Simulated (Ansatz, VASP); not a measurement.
# Two plane-wave programs on B

```
B
1.0
     4.39309    0.00000    0.00000
    -2.19655    3.80453    0.00000
     0.00000    0.00000    1.58797
B
3
Direct
  0.00000 0.00000 0.00000
  0.33333 0.66667 0.50000
  0.66667 0.33333 0.50000
```

Alike in both runs: functional r2SCAN; k mesh 18 × 18 × 24; occupations gaussian, width 0.1 eV; no spin polarisation.

Ansatz relaxed the structure, and its values are those at the end. VASP's run is a single point on that final structure, the one shown.

|  | VASP | Ansatz |
| --- | --- | --- |
| version | VASP 6.6.1 | Ansatz 0.2.0 |
| potentials or method | VASP PAW PBE potentials, release 64 (B), cutoff 520 eV | scalar-relativistic, plane waves, PAW |
| valence electrons in the cell | 9 | 9 |

Ansatz gave:

- gap on the k mesh at the Fermi level (eV): none
- pressure (GPa): 0.0

Task: Estimate VASP's values.

Result: gap on the k mesh at the Fermi level (eV): none; pressure (GPa): -0.2.

VASP's potentials were made for PBE, not for r2SCAN. A gap of «none» marks a metal or a gap that the smearing closes.
